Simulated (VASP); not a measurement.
# Pt (Im-3m) in VASP: notebook

Runs on Pt. Level: PBE. Tasks: single point.

Program: VASP 6.6.1. These are calculated values, not measurements. Logs are shortened: lines on timing, memory, paths and dates and some standing lists are left out, and cuts for length are marked.

## (1) The cell of the first run

Symmetry: Im-3m, No. 229, cubic system. Conventional cell: a = 3.168 Å, b = 3.168 Å, c = 3.168 Å, α = 90.00°, β = 90.00°, γ = 90.00°. Pt (site symmetry m-3m) has 14 Pt at 2.74 to 3.17 Å within 3.6 Å.

## (2) Single point, PBE

INCAR reads:

```
SYSTEM = Pt
ALGO = Normal ; EDIFF = 1E-6
ENCUT = 520 ; GGA = PE
ISIF = 2 ; ISMEAR = 0
LASPH = .True. ; LCHARG = .True.
LELF = .True. ; LREAL = .False.
LVHAR = .True. ; LWAVE = .False.
NBANDS = 11 ; NELM = 100
PREC = Accurate ; SIGMA = 0.013000000000000001
```

KPOINTS reads:

```
k-points
0
Gamma
  12 12 12
  0 0 0
```

POSCAR reads:

```
Pt
1.0
   -1.5842200000      1.5842200000      1.5842200000
    1.5842200000     -1.5842200000      1.5842200000
    1.5842200000      1.5842200000     -1.5842200000
Pt
1
Direct
    0.0000000000      0.0000000000      0.0000000000
```

Potentials or basis: VASP PAW PBE potentials, release 64 (Pt).

The run is started by

```sh
$ cat potpaw_PBE.64/Pt/POTCAR > POTCAR
$ mpirun -np 1 vasp_std > vasp.out
```

OUTCAR:

```text
SYSTEM = Pt
   EDIFF = 1E-6
   ENCUT = 520
   GGA = PE
   ISIF = 2
   ISMEAR = 0
   LASPH = .True.
   LREAL = .False.
   NELM = 100
   PREC = Accurate

 ion  position               nearest neighbor table
   1  0.000  0.000  0.000-

  LATTYP: Found a body centered cubic cell.
 ALAT       =     3.1684400000

  Lattice vectors:

 A1 = (  -1.5842200000,   1.5842200000,   1.5842200000)
 A2 = (   1.5842200000,  -1.5842200000,   1.5842200000)
 A3 = (   1.5842200000,   1.5842200000,  -1.5842200000)

Analysis of symmetry for initial positions (statically):
=====================================================================
 Subroutine PRICEL returns:
 Original cell was already a primitive cell.

 Routine SETGRP: Setting up the symmetry group for a
 body centered cubic supercell.

 Subroutine GETGRP returns: Found 48 space group operations
[... 9 lines left out ...]

 Routine SETGRP: Setting up the symmetry group for a
 body centered cubic supercell.

 Subroutine GETGRP returns: Found 48 space group operations
[... 11 lines left out ...]
                                     Primitive cell

  volume of cell :      15.9040

  direct lattice vectors                    reciprocal lattice vectors
    -1.584220000  1.584220000  1.584220000     0.000000000  0.315612731  0.315612731
     1.584220000 -1.584220000  1.584220000     0.315612731  0.000000000  0.315612731
     1.584220000  1.584220000 -1.584220000     0.315612731  0.315612731  0.000000000

  length of vectors
     2.743949530  2.743949530  2.743949530     0.446343804  0.446343804  0.446343804

  position of ions in fractional coordinates (direct lattice)
     0.000000000  0.000000000  0.000000000

  ion indices of the primitive-cell ions
   primitive index   ion index
                 1           1

----------------------------------------------------------------------------------------

 KPOINTS: k-points

Automatic generation of k-mesh.
 Grid dimensions read from file:
 generate k-points for:   12   12   12

 Generating k-lattice:

  Cartesian coordinates                     Fractional coordinates (reciprocal lattice)
     0.000000000  0.026301061  0.026301061     0.083333333  0.000000000  0.000000000
     0.026301061  0.000000000  0.026301061     0.000000000  0.083333333  0.000000000
     0.026301061  0.026301061  0.000000000     0.000000000  0.000000000  0.083333333

  Length of vectors
     0.037195317  0.037195317  0.037195317

  Shift w.r.t. Gamma in fractional coordinates (k-lattice)
     0.000000000  0.000000000  0.000000000

 Subroutine IBZKPT returns following result:
 ===========================================

 Found     72 irreducible k-points:

 Following reciprocal coordinates:
            Coordinates               Weight
  0.000000  0.000000  0.000000      1.000000
  0.083333  0.000000  0.000000     12.000000
  0.166667  0.000000  0.000000     12.000000
  0.250000  0.000000  0.000000     12.000000
  0.333333  0.000000  0.000000     12.000000
  0.416667  0.000000  0.000000     12.000000
[... 16 lines left out ...]
  0.333333  0.083333  0.083333     24.000000
  0.416667  0.083333  0.083333     12.000000
 [... further k-points ...]
   k-points           NKPTS =     72   k-points in BZ     NKDIM =     72   number of bands    NBANDS=     11
   number of dos      NEDOS =    301   number of ions     NIONS =      1
   total plane-waves  NPLWV =   8000
   dimension x,y,z NGX =    20 NGY =   20 NGZ =   20
   dimension x,y,z NGXF=    40 NGYF=   40 NGZF=   40
   ions per type =               1
   NGX,Y,Z   is equivalent  to a cutoff of  12.12, 12.12, 12.12 a.u.
   NGXF,Y,Z  is equivalent  to a cutoff of  24.23, 24.23, 24.23 a.u.
 SYSTEM =  Pt
   PREC   = accura    normal or accurate (medium, high low for compatibility)
   ISTART =      0    job   : 0-new  1-cont  2-samecut
   ICHARG =      2    charge: 1-file 2-atom 10-const
   ISPIN  =      1    spin polarized calculation?
   LNONCOLLINEAR =      F non collinear calculations
   LSORBIT =      F    spin-orbit coupling
   LASPH  =      T    aspherical Exc in radial PAW
   ENCUT  =  520.0 eV  38.22 Ry    6.18 a.u.   5.10  5.10  5.10*2*pi/ulx,y,z
   NELM   =    100;   NELMIN=  2; NELMDL= -5     # of ELM steps
   EDIFF  = 0.1E-05   stopping-criterion for ELM
   LREAL  =      F    real-space projection
   EDIFFG = 0.1E-04   stopping-criterion for IOM
   NSW    =      0    number of steps for IOM
   IBRION =     -1    ionic relax: 0-MD 1-quasi-New 2-CG
   NFREE  =      0    steps in history (QN), initial steepest desc. (CG)
   ISIF   =      2    stress and relaxation
   ISYM   =      2    0-nonsym 1-usesym 2-fastsym
   POTIM  = 0.5000    time-step for ionic-motion
   TEBEG  =    0.0;   TEEND  =   0.0 temperature during run
   PSTRESS=    0.0 pullay stress
   NELECT =      10.0000    total number of electrons
   NUPDOWN=      -1.0000    fix difference up-down
   EMIN   =  10.00;   EMAX   =-10.00  energy-range for DOS
   EFERMI =   0.00;   METHOD = LEGACY
   ISMEAR =     0;   SIGMA  =   0.01  broadening in eV -4-tet -1-fermi 0-gaus
   EFERMI_NEDOS =   21; number of points for ismear=-14 and -15
   IALGO  =     38    algorithm
   IMIX   =      4    mixing-type and parameters
     AMIX     =   0.40;   BMIX     =  1.00
     AMIX_MAG =   1.60;   BMIX_MAG =  1.00
  volume/ion in A,a.u.               =      15.90       107.33
  Fermi-wavevector in a.u.,A,eV,Ry     =   1.402510  2.650360 26.763132  1.967035
  Thomas-Fermi vector in A             =   2.525265
   LORBIT       =      0    0 simple, 1 ext, 2 COOP (PROOUT), +10 PAW based schemes
   GGA     = PE    functional components
   LHFCALC =     F    Hartree Fock is set to
   AEXX    =    0.0000 exact exchange contribution
   IVDW    =     0    specifies the selected vdW correction
   LEPSILON=     F    determine dielectric tensor
   LRPA    =     F    only Hartree local field effects (RPA)
 non-spin polarized calculation
 Gauss-broadening in eV      SIGMA  =   0.01
  energy-cutoff  :      520.00
  volume of cell :       15.90
 maximum number of plane-waves:       442
   NGX = 11   NGY = 11   NGZ = 11

 number of electron      10.0000000 magnetization

 Free energy of the ion-electron system (eV)
  ---------------------------------------------------
  ext. energy  EPLUGINS =         0.00000000
  ---------------------------------------------------
  free energy    TOTEN  =        -6.01649602 eV

  energy without entropy =       -6.01644444  energy(sigma->0) =       -6.01647023

 E-fermi :   9.9597     XC(G=0): -13.1651

 val. band max:        9.9596842116   @ k =   0.5000   0.5000   0.4167
 cond. band min:      10.0458997545   @ k =  -0.4167  -0.4167   0.1667
 fundamental gap:      0.0862155429
 Fermi energy:         9.9597177856

 k-point     1 :       0.0000    0.0000    0.0000
  band No.  band energies     occupation
      1       0.6544      2.00000
      2       6.6375      2.00000
      3       6.6375      2.00000
      4       6.6375      2.00000
      5       9.0950      2.00000
      6       9.0950      2.00000
      7      27.1839      0.00000
      8      27.1839      0.00000
      9      27.1839      0.00000
     10      37.1363      0.00000
     11      37.1371      0.00000

 k-point     2 :       0.0833    0.0000    0.0000
  band No.  band energies     occupation
      1       0.9337      2.00000
      2       6.5297      2.00000
      3       6.6364      2.00000
      4       6.8604      2.00000
      5       8.9606      2.00000
      6       9.1026      2.00000
      7      27.2986      0.00000
      8      27.3727      0.00000
      9      27.5928      0.00000
     10      34.3713      0.00000
     11      34.8380      0.00000

 k-point     3 :       0.1667    0.0000    0.0000
  band No.  band energies     occupation
      1       1.7141      2.00000
      2       6.2469      2.00000
      3       6.6107      2.00000
      4       7.5051      2.00000
      5       8.7265      2.00000
      6       9.1325      2.00000
      7      27.0255      0.00000
      8      27.1906      0.00000
      9      28.7552      0.00000
     10      32.5700      0.00000
     11      32.7571      0.00000

 k-point     4 :       0.2500    0.0000    0.0000
  band No.  band energies     occupation
      1       2.7483      2.00000
      2       5.8854      2.00000
      3       6.6820      2.00000
      4       8.4924      2.00000
      5       8.6723      2.00000
      6       9.1957      2.00000
      7      24.5132      0.00000
      8      26.1207      0.00000
      9      30.4899      0.00000
     10      31.5505      0.00000
     11      32.5344      0.00000

 k-point     5 :       0.3333    0.0000    0.0000
  band No.  band energies     occupation
      1       3.4566      2.00000
      2       5.5483      2.00000
      3       7.4311      2.00000
      4       8.8367      2.00000
      5       9.2870      2.00000
      6       9.6557      2.00000
      7      21.0819      0.00000
      8      24.7241      0.00000
      9      28.7533      0.00000
     10      32.4954      0.00000
     11      33.3981      0.00000
[... 211 lines left out ...]
 k-point    21 :       0.1667    0.0833    0.0833
  band No.  band energies     occupation
      1       3.2329      2.00000
      2       5.8095      2.00000
      3       6.0564      2.00000
      4       8.8505      2.00000
      5       9.1344      2.00000
      6       9.4482      2.00000
      7      24.5545      0.00000
      8      25.8001      0.00000
      9      26.8950      0.00000
     10      29.6070      0.00000
     11      36.0556      0.00000

 k-point    22 :       0.2500    0.0833    0.0833
  band No.  band energies     occupation
      1       3.9820      2.00000
      2       5.5023      2.00000
      3       6.5343      2.00000
      4       8.9172      2.00000
      5       9.2871      2.00000
      6      10.9023      0.00000
      7      20.9175      0.00000
      8      24.4888      0.00000
      9      25.6217      0.00000
     10      31.3615      0.00000
     11      36.4599      0.00000

 k-point    23 :       0.3333    0.0833    0.0833
  band No.  band energies     occupation
      1       4.0868      2.00000
      2       5.3027      2.00000
      3       7.7666      2.00000
      4       9.0266      2.00000
      5       9.3893      2.00000
      6      12.4144      0.00000
      7      17.7128      0.00000
      8      23.5620      0.00000
      9      24.4635      0.00000
     10      33.1830      0.00000
     11      35.1625      0.00000

 k-point    24 :       0.4167    0.0833    0.0833
  band No.  band energies     occupation
      1       4.0542      2.00000
      2       5.2338      2.00000
      3       8.5066      2.00000
      4       9.0485      2.00000
      5       9.4262      2.00000
      6      13.4418      0.00000
      7      15.9731      0.00000
      8      23.2321      0.00000
      9      23.9559      0.00000
     10      34.0662      0.00000
     11      34.6444      0.00000

 [... further k-points ...]
[... 5 lines left out ...]
  --------------------------------------------------------------------------------------
  -------------------------------------------------------------------------------------
  Total       -0.1865702     -0.1865702     -0.1865702     -0.0000000     -0.0000000      0.0000000
  in kB      -18.7951728    -18.7951728    -18.7951728     -0.0000000     -0.0000000      0.0000000
  external PRESSURE =     -18.7951728 kB  Pullay stress =       0.0000000 kB

 VOLUME and BASIS-vectors are now :
 -----------------------------------------------------------------------------
  energy-cutoff  :      520.00
  volume of cell :       15.90
      direct lattice vectors                 reciprocal lattice vectors
    -1.584220000  1.584220000  1.584220000     0.000000000  0.315612731  0.315612731
     1.584220000 -1.584220000  1.584220000     0.315612731  0.000000000  0.315612731
     1.584220000  1.584220000 -1.584220000     0.315612731  0.315612731  0.000000000

 POSITION                                       TOTAL-FORCE (eV/Angst)
 -----------------------------------------------------------------------------------
      0.00000      0.00000      0.00000         0.000000     -0.000000     -0.000000
 -----------------------------------------------------------------------------------
    total drift:                               -0.000000     -0.000000     -0.000000

  FREE ENERGIE OF THE ION-ELECTRON SYSTEM (eV)
  ---------------------------------------------------
  free  energy   TOTEN  =        -6.0164960234 eV

  energy  without entropy=       -6.0164444414  energy(sigma->0) =       -6.01647023
```

It took 8.6 s on 1 thread of AMD EPYC 7R13 (Zen 3), shared host; peak memory 0.1 GiB.

What came out:

- Free energy: -6.0165 eV
- Pressure: -1.9 GPa
- Band gap on the k mesh: zero (band 5 reaches 11.08 eV, above the bottom of band 6 at 8.94 eV)

Caveat: spin-orbit coupling is left out, which moves the levels of the heavy elements.

## (3) Single point, PBE

INCAR reads:

```
ALGO = Fast
EDIFF = 1E-7
ENCUT = 520
GGA = PE
ISIF = 2
ISMEAR = 0
LASPH = True
LCHARG = True
LELF = True
LREAL = False
LVHAR = True
LWAVE = False
NBANDS = 11
NELM = 100
PREC = Accurate
SIGMA = 0.014
```

KPOINTS reads:

```
k-points
0
Gamma
  12 12 12
```

POSCAR is that of step 2.

Potentials or basis: VASP PAW PBE potentials, release 64 (Pt).

The run is started by

```sh
$ cat potpaw_PBE.64/Pt/POTCAR > POTCAR
$ mpirun -np 1 vasp_std > vasp.out
```

Run time: 11 s. Hardware: 1 thread of AMD EPYC 7R13 (Zen 3), shared host; peak memory 0.1 GiB.

Results (log left out):

```
Free energy            : -6.0165 eV
Pressure               : -1.9 GPa
Band gap on the k mesh : zero (band 5 reaches 11.08 eV, above the bottom of band 6 at 8.94 eV)
```

Levels at points of the mesh, in eV from the Fermi level:
```
           k point  band 2  band 3  band 4  band 5  band 6  band 7  band 8  band 9
(0.00, 0.00, 0.00)   -3.32   -3.32   -3.32   -0.86   -0.86   17.22   17.22   17.22
(0.50, 0.00, 0.00)   -4.73   -1.04   -0.55    0.41    1.15    6.36   13.39   15.92
(0.50, 0.50, 0.50)   -5.88    0.64    0.64    0.64    7.78    7.78    7.78   12.81
```

Caveat: spin-orbit coupling is left out, which moves the levels of the heavy elements.

## (4) Single point, PBE

INCAR reads:

```
PREC = Accurate ; ENCUT = 520
EDIFF = 1E-7 ; ISMEAR = 0
SIGMA = 0.015 ; LREAL = F
LASPH = T ; NELM = 100
ALGO = Normal ; ISIF = 2
LWAVE = F ; LCHARG = F
GGA = PE ; NBANDS = 11
```

KPOINTS reads:

```
regular mesh
0
Gamma
  12 12 12
```

POSCAR is that of step 3.

The run is started by

```sh
$ cat potpaw_PBE.64/Pt/POTCAR > POTCAR
$ mpirun -np 1 vasp_std > vasp.out
```

It took 8.1 s on 1 thread of AMD EPYC 7R13 (Zen 3), shared host; peak memory 0.1 GiB.

Results (log left out):

| Property | Result |
| --- | --- |
| Free energy | -6.0165 eV |
| Pressure | -1.9 GPa |
| Band gap on the k mesh | zero (band 5 reaches 11.08 eV, above the bottom of band 6 at 8.94 eV) |

Levels at points of the mesh, in eV from the Fermi level:
```tsv
k point	band 3	band 4	band 5	band 6	band 7	band 8
(0.00, 0.00, 0.00)	-3.32	-3.32	-0.86	-0.86	17.22	17.22
(0.50, 0.00, 0.00)	-1.04	-0.55	0.41	1.15	6.36	13.39
(0.50, 0.50, 0.50)	0.64	0.64	0.64	7.78	7.78	7.78
```

Caveat: spin-orbit coupling is left out, which moves the levels of the heavy elements.

## (5) Summary

```tsv
smearing	gap on the mesh (eV)	pressure (GPa)
gaussian 0.013 eV	none	-1.9
gaussian 0.014 eV	none	-1.9
gaussian 0.015 eV	none	-1.9
```

Alike in all rows: task single point; level PBE; potentials or basis VASP PAW PBE potentials, release 64 (Pt); no spin polarisation; cell as given; k mesh 12 × 12 × 12; cutoff (eV) 520.

Every run on the cell as given and a fine mesh finds a metal.

Caveats: spin-orbit coupling is left out, which moves the levels of the heavy elements.

Total energies depend on the potentials used, so only differences within one code and one set of settings carry meaning.
